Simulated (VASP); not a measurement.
# K3I2Br (P-3m1) in VASP: a series of runs

The runs below take K3I2Br through single point, with LDA.

All numbers are computed with VASP 6.6.1; they aren't measurements. Logs are shortened: lines on timing, memory, paths and dates and some standing lists are left out, and cuts for length are marked.

### 1 The cell of the first run

Symmetry: P-3m1, No. 164, trigonal system. The conventional cell has a = 4.475 Å, b = 4.475 Å, c = 12.031 Å, α = 90.00°, β = 90.00°, γ = 120.00°. Within 4.5 Å of K (site symmetry -3m) lie 6 I at 3.33 Å and 6 K at 4.48 Å. Within 4.2 Å of K (site symmetry 3m) lie 3 Br at 3.16 Å and 3 I at 3.33 Å. Within 4.5 Å of I (site symmetry 3m) lie 6 K at 3.33 Å and 6 I at 4.48 Å. Br (site symmetry -3m) has 6 K at 3.16 Å within 4.2 Å.

### 2 Single point, LDA

The input, INCAR:

```
  ALGO = Normal
  EDIFF = 1E-6
  ENCUT = 520
  ISIF = 2
  ISMEAR = 0
  LASPH = True
  LCHARG = False
  LREAL = False
  LWAVE = False
  NBANDS = 33
  NELM = 100
  PREC = Accurate
  SIGMA = 0.05
```

The input, KPOINTS:

```
k-points
0
Gamma
  6 6 2
```

The input, POSCAR:

```
K3I2Br
1.0
    4.4755000000      0.0000000000      0.0000000000
   -2.2377500000      3.8758966946      0.0000000000
    0.0000000000      0.0000000000     12.0308000000
K I Br
3 2 1
Direct
    0.0000000000      0.0000000000      0.5000000000
    0.3333333333      0.6666666667      0.1509432041
    0.6666666667      0.3333333333      0.8490567959
    0.3333333333      0.6666666667      0.6745986860
    0.6666666667      0.3333333333      0.3254013140
    0.0000000000      0.0000000000      0.0000000000
```

Potentials or basis: VASP PAW LDA potentials, release 64 (K_sv, I, Br).

Run with:

```console
cat potpaw_LDA.64/K_sv/POTCAR potpaw_LDA.64/I/POTCAR potpaw_LDA.64/Br/POTCAR > POTCAR
mpirun -np 1 vasp_std > vasp.out
```

OUTCAR:

```text
EDIFF = 1E-6
   ENCUT = 520
   ISIF = 2
   ISMEAR = 0
   LASPH = True
   LREAL = False
   NELM = 100
   PREC = Accurate

 ion  position               nearest neighbor table
   1  0.000  0.000  0.500-   4 3.33   5 3.33   4 3.33   5 3.33   5 3.33   4 3.33
   2  0.333  0.667  0.151-   6 3.16   6 3.16   6 3.16   5 3.33   5 3.33   5 3.33
   3  0.667  0.333  0.849-   6 3.16   6 3.16   6 3.16   4 3.33   4 3.33   4 3.33
   4  0.333  0.667  0.675-   3 3.33   3 3.33   3 3.33   1 3.33   1 3.33   1 3.33
   5  0.667  0.333  0.325-   2 3.33   2 3.33   2 3.33   1 3.33   1 3.33   1 3.33
   6  0.000  0.000  0.000-   2 3.16   3 3.16   2 3.16   3 3.16   3 3.16   2 3.16

  LATTYP: Found a hexagonal cell.
 ALAT       =     4.4755000000
 C/A-ratio  =     2.6881465758

  Lattice vectors:

 A1 = (   4.4755000000,   0.0000000000,   0.0000000000)
 A2 = (  -2.2377500000,   3.8758966946,   0.0000000000)
 A3 = (   0.0000000000,   0.0000000000,  12.0308000000)

Analysis of symmetry for initial positions (statically):
=====================================================================
 Subroutine PRICEL returns:
 Original cell was already a primitive cell.

 Routine SETGRP: Setting up the symmetry group for a
 hexagonal supercell.

 Subroutine GETGRP returns: Found 12 space group operations
 (whereof 12 operations were pure point group operations)
 out of a pool of 24 trial point group operations.

The static configuration has the point symmetry D_3d.

Analysis of symmetry for dynamics (positions and initial velocities):
=====================================================================
 Subroutine PRICEL returns:
 Original cell was already a primitive cell.

 Routine SETGRP: Setting up the symmetry group for a
 hexagonal supercell.

 Subroutine GETGRP returns: Found 12 space group operations
 (whereof 12 operations were pure point group operations)
 out of a pool of 24 trial point group operations.

The dynamic configuration has the point symmetry D_3d.

 Subroutine INISYM returns: Found 12 space group operations
 (whereof 12 operations are pure point group operations),
 and found     1 'primitive' translations

----------------------------------------------------------------------------------------

                                     Primitive cell

  volume of cell :     208.6932

  direct lattice vectors                    reciprocal lattice vectors
     4.475500000  0.000000000  0.000000000     0.223438722  0.129002406  0.000000000
    -2.237750000  3.875896695  0.000000000     0.000000000  0.258004813  0.000000000
     0.000000000  0.000000000 12.030800000     0.000000000  0.000000000  0.083119992

  length of vectors
     4.475500000  4.475500000 12.030800000     0.258004813  0.258004813  0.083119992

  position of ions in fractional coordinates (direct lattice)
     0.000000000  0.000000000  0.500000000
     0.333333333  0.666666667  0.150943204
     0.666666667  0.333333333  0.849056796
     0.333333333  0.666666667  0.674598686
     0.666666667  0.333333333  0.325401314
     0.000000000  0.000000000  0.000000000

  ion indices of the primitive-cell ions
   primitive index   ion index
                 1           1
                 2           2
                 3           3
                 4           4
                 5           5
                 6           6

----------------------------------------------------------------------------------------

 KPOINTS: k-points

Automatic generation of k-mesh.
 Grid dimensions read from file:
 generate k-points for:    6    6    2

 Generating k-lattice:

  Cartesian coordinates                     Fractional coordinates (reciprocal lattice)
     0.037239787  0.021500401  0.000000000     0.166666667 -0.000000000  0.000000000
     0.000000000  0.043000802  0.000000000     0.000000000  0.166666667  0.000000000
     0.000000000  0.000000000  0.041559996     0.000000000  0.000000000  0.500000000

  Length of vectors
     0.043000802  0.043000802  0.041559996

  Shift w.r.t. Gamma in fractional coordinates (k-lattice)
     0.000000000  0.000000000  0.000000000

 Subroutine IBZKPT returns following result:
 ===========================================

 Found     14 irreducible k-points:

 Following reciprocal coordinates:
            Coordinates               Weight
  0.000000  0.000000  0.000000      1.000000
  0.166667 -0.000000  0.000000      6.000000
  0.333333  0.000000  0.000000      6.000000
  0.500000 -0.000000  0.000000      3.000000
  0.166667  0.166667  0.000000      6.000000
  0.333333  0.166667  0.000000     12.000000
  0.333333  0.333333  0.000000      2.000000
  0.000000  0.000000  0.500000      1.000000
  0.166667 -0.000000  0.500000      6.000000
  0.333333  0.000000  0.500000      6.000000
  0.500000 -0.000000  0.500000      3.000000
  0.166667  0.166667  0.500000      6.000000
  0.333333  0.166667  0.500000     12.000000
  0.333333  0.333333  0.500000      2.000000
   k-points           NKPTS =     14   k-points in BZ     NKDIM =     14   number of bands    NBANDS=     33
   number of dos      NEDOS =    301   number of ions     NIONS =      6
   total plane-waves  NPLWV = 116640
   dimension x,y,z NGX =    36 NGY =   36 NGZ =   90
   dimension x,y,z NGXF=    72 NGYF=   72 NGZF=  180
   ions per type =               3   2   1
   NGX,Y,Z   is equivalent  to a cutoff of  13.37, 13.37, 12.44 a.u.
   NGXF,Y,Z  is equivalent  to a cutoff of  26.74, 26.74, 24.87 a.u.
 SYSTEM =  unknown system
   PREC   = accura    normal or accurate (medium, high low for compatibility)
   ISTART =      0    job   : 0-new  1-cont  2-samecut
   ICHARG =      2    charge: 1-file 2-atom 10-const
   ISPIN  =      1    spin polarized calculation?
   LNONCOLLINEAR =      F non collinear calculations
   LSORBIT =      F    spin-orbit coupling
   LASPH  =      T    aspherical Exc in radial PAW
   ENCUT  =  520.0 eV  38.22 Ry    6.18 a.u.   8.32  8.32 22.37*2*pi/ulx,y,z
   NELM   =    100;   NELMIN=  2; NELMDL= -5     # of ELM steps
   EDIFF  = 0.1E-05   stopping-criterion for ELM
   LREAL  =      F    real-space projection
   EDIFFG = 0.1E-04   stopping-criterion for IOM
   NSW    =      0    number of steps for IOM
   IBRION =     -1    ionic relax: 0-MD 1-quasi-New 2-CG
   NFREE  =      0    steps in history (QN), initial steepest desc. (CG)
   ISIF   =      2    stress and relaxation
   ISYM   =      2    0-nonsym 1-usesym 2-fastsym
   POTIM  = 0.5000    time-step for ionic-motion
   TEBEG  =    0.0;   TEEND  =   0.0 temperature during run
   PSTRESS=    0.0 pullay stress
   NELECT =      48.0000    total number of electrons
   NUPDOWN=      -1.0000    fix difference up-down
   EMIN   =  10.00;   EMAX   =-10.00  energy-range for DOS
   EFERMI =   0.00;   METHOD = LEGACY
   ISMEAR =     0;   SIGMA  =   0.05  broadening in eV -4-tet -1-fermi 0-gaus
   EFERMI_NEDOS =   21; number of points for ismear=-14 and -15
   IALGO  =     38    algorithm
   IMIX   =      4    mixing-type and parameters
     AMIX     =   0.40;   BMIX     =  1.00
     AMIX_MAG =   1.60;   BMIX_MAG =  1.00
  volume/ion in A,a.u.               =      34.78       234.72
  Fermi-wavevector in a.u.,A,eV,Ry     =   1.003042  1.895475 13.688732  1.006093
  Thomas-Fermi vector in A             =   2.135568
   LORBIT       =      0    0 simple, 1 ext, 2 COOP (PROOUT), +10 PAW based schemes
   GGA     = CA    functional components
   LHFCALC =     F    Hartree Fock is set to
   AEXX    =    0.0000 exact exchange contribution
   IVDW    =     0    specifies the selected vdW correction
   LEPSILON=     F    determine dielectric tensor
   LRPA    =     F    only Hartree local field effects (RPA)
 non-spin polarized calculation
 Gauss-broadening in eV      SIGMA  =   0.05
  energy-cutoff  :      520.00
  volume of cell :      208.69
 maximum number of plane-waves:      5652
 NGX is ok and might be reduce to    36
   NGX = 17   NGY = 17   NGZ = 45

 number of electron      47.9999998 magnetization

 Free energy of the ion-electron system (eV)
  ---------------------------------------------------
  ext. energy  EPLUGINS =         0.00000000
  ---------------------------------------------------
  free energy    TOTEN  =       -19.04978713 eV

  energy without entropy =      -19.04978713  energy(sigma->0) =      -19.04978713

 E-fermi :   0.6930     XC(G=0):  -8.4019

 val. band max:        0.3744926122   @ k =   0.0000   0.0000   0.0000
 cond. band min:       4.0508666073   @ k =   0.0000   0.0000   0.0000
 fundamental gap:      3.6763739951
 Fermi energy:         0.6930313198

 k-point     1 :       0.0000    0.0000    0.0000
  band No.  band energies     occupation
      1     -27.7466      2.00000
      2     -27.7400      2.00000
      3     -27.7057      2.00000
      4     -13.2429      2.00000
      5     -11.8610      2.00000
      6     -11.5176      2.00000
[... 25 lines left out ...]
     32       7.1452      0.00000
     33       7.4465      0.00000

 k-point     2 :       0.1667   -0.0000    0.0000
  band No.  band energies     occupation
      1     -27.7443      2.00000
      2     -27.7385      2.00000
      3     -27.7039      2.00000
      4     -13.2267      2.00000
      5     -11.8128      2.00000
      6     -11.6729      2.00000
[... 25 lines left out ...]
     32       7.1805      0.00000
     33       7.7349      0.00000
[... 394 lines left out ...]
     32       7.7094      0.00000
     33       8.3362      0.00000

 k-point    14 :       0.3333    0.3333    0.5000
  band No.  band energies     occupation
      1     -27.7346      2.00000
      2     -27.7346      2.00000
      3     -27.6975      2.00000
      4     -13.1734      2.00000
      5     -11.7313      2.00000
      6     -11.7313      2.00000
[... 25 lines left out ...]
     32       7.9444      0.00000
     33       7.9445      0.00000

------------------------ aborting loop because EDIFF is reached ----------------------------------------

  FORCE on cell =-STRESS in cart. coord.  units (eV):
  Direction    XX          YY          ZZ          XY          YZ          ZX
  --------------------------------------------------------------------------------------
  -------------------------------------------------------------------------------------
  Total        2.0505356      2.0505356      1.0089369     -0.0000000     -0.0000000     -0.0000000
  in kB       15.7423529     15.7423529      7.7458006     -0.0000000     -0.0000000     -0.0000000
  external PRESSURE =      13.0768355 kB  Pullay stress =       0.0000000 kB

 VOLUME and BASIS-vectors are now :
 -----------------------------------------------------------------------------
  energy-cutoff  :      520.00
  volume of cell :      208.69
      direct lattice vectors                 reciprocal lattice vectors
     4.475500000  0.000000000  0.000000000     0.223438722  0.129002406  0.000000000
    -2.237750000  3.875896695  0.000000000     0.000000000  0.258004813  0.000000000
     0.000000000  0.000000000 12.030800000     0.000000000  0.000000000  0.083119992

 POSITION                                       TOTAL-FORCE (eV/Angst)
 -----------------------------------------------------------------------------------
      0.00000      0.00000      6.01540         0.000000      0.000000      0.000000
     -0.00000      2.58393      1.81597         0.000000     -0.000000     -0.001856
      2.23775      1.29197     10.21483        -0.000000      0.000000      0.001856
     -0.00000      2.58393      8.11596        -0.000000      0.000000     -0.001775
      2.23775      1.29197      3.91484        -0.000000      0.000000      0.001775
      0.00000      0.00000      0.00000         0.000000      0.000000      0.000000
 -----------------------------------------------------------------------------------
    total drift:                                0.000000     -0.000000     -0.000000

  FREE ENERGIE OF THE ION-ELECTRON SYSTEM (eV)
  ---------------------------------------------------
  free  energy   TOTEN  =       -19.0497871340 eV

  energy  without entropy=      -19.0497871340  energy(sigma->0) =      -19.04978713
```

Run time: 2.8 min. Hardware: 1 thread of Intel Xeon 8259CL, shared host; peak memory 0.31 GiB.

What came out:

| Quantity | Value |
| --- | --- |
| Free energy | -19.0498 eV |
| Pressure | 1.3 GPa |
| Band gap on the k mesh | 3.68 eV |

Levels at points of the mesh, in eV from the valence-band top:
| k point | band 20 | band 21 | band 22 | band 23 | band 24 | band 25 | band 26 | band 27 | band 28 | band 29 |
| --- | --- | --- | --- | --- | --- | --- | --- | --- | --- | --- |
| (0.00, 0.00, 0.00) | -0.57 | -0.22 | -0.22 | 0.00 | 0.00 | 3.68 | 5.32 | 5.39 | 5.68 | 6.38 |
| (0.50, 0.00, 0.00) | -1.38 | -0.97 | -0.84 | -0.52 | -0.44 | 4.23 | 5.42 | 5.45 | 5.93 | 6.57 |
| (0.00, 0.00, 0.50) | -0.97 | -0.20 | -0.20 | -0.03 | -0.03 | 4.31 | 4.65 | 5.51 | 5.52 | 6.09 |
| (0.50, 0.00, 0.50) | -1.42 | -0.93 | -0.92 | -0.51 | -0.44 | 4.65 | 4.72 | 5.32 | 6.19 | 6.55 |

Caveat: spin-orbit coupling is left out, which moves the levels of the heavy elements.

### 3 Single point, LDA

This run uses another cell than the first one, of 35.23 Å³/atom.

The input, INCAR:

```
PREC     = Accurate       # precision mode
ENCUT    = 520            # plane-wave cutoff, eV
EDIFF    = 1E-7           # SCF threshold, eV
ISMEAR   = 0              # smearing method
SIGMA    = 0.05           # smearing width, eV
LREAL    = F              # projectors in reciprocal space
LASPH    = T              # aspherical terms in the spheres
NELM     = 100            # most SCF steps
ALGO     = Normal         # electronic algorithm
ISIF     = 2              # what is computed and relaxed
LWAVE    = F              # write WAVECAR
LCHARG   = F              # write CHGCAR
GGA      = CA             # functional
NBANDS   = 33             # bands
```

The input, KPOINTS:

```
Automatic mesh
0
Gamma
  6 6 2
```

The input, POSCAR:

```
K3I2Br
1.0
    4.5933000000      0.0000000000      0.0000000000
   -2.2966500000      3.9779144872      0.0000000000
    0.0000000000      0.0000000000     11.5680398841
K I Br
3 2 1
Direct
    0.0000000000      0.0000000000      0.5000000000
    0.3333333333      0.6666666667      0.1500969033
    0.6666666667      0.3333333333      0.8499030967
    0.3333333333      0.6666666667      0.6750221222
    0.6666666667      0.3333333333      0.3249778778
    0.0000000000      0.0000000000      0.0000000000
```

Potentials or basis: VASP PAW LDA potentials, release 64 (K_sv, I, Br).

Run with:

```console
cat potpaw_LDA.64/K_sv/POTCAR potpaw_LDA.64/I/POTCAR potpaw_LDA.64/Br/POTCAR > POTCAR
mpirun -np 1 vasp_std > vasp.out
```

Run time: 3.4 min. Hardware: 1 thread of Intel Xeon 8259CL, shared host; peak memory 0.31 GiB.

The run converged. Its results:

| Quantity | Value |
| --- | --- |
| Free energy | -19.0974 eV |
| Pressure | 1.1 GPa |
| Band gap on the k mesh | 3.83 eV |

Forces on the atoms (eV/Å):
```
K    0.000  0.000  0.000
K    0.000  0.000 -0.002
K    0.000  0.000  0.002
I    0.000  0.000 -0.001
I    0.000  0.000  0.001
Br   0.000  0.000  0.000
```

Stress tensor (GPa, compression positive):
```
1.14 0.00 0.00
0.00 1.14 0.00
0.00 0.00 0.95
```

Levels at points of the mesh, in eV from the valence-band top:
```
           k point  band 21  band 22  band 23  band 24  band 25  band 26  band 27  band 28
(0.00, 0.00, 0.00)    -0.26    -0.26     0.00     0.00     3.83     5.37     5.38     6.12
(0.50, 0.00, 0.00)    -0.79    -0.66    -0.47    -0.41     4.39     5.60     5.66     6.05
(0.00, 0.00, 0.50)    -0.22    -0.22    -0.04    -0.04     4.46     4.79     5.53     5.79
(0.50, 0.00, 0.50)    -0.77    -0.72    -0.47    -0.41     4.84     4.92     5.46     6.33
```

Caveat: spin-orbit coupling is left out, which moves the levels of the heavy elements.

(Continued in part 2 of 2.)
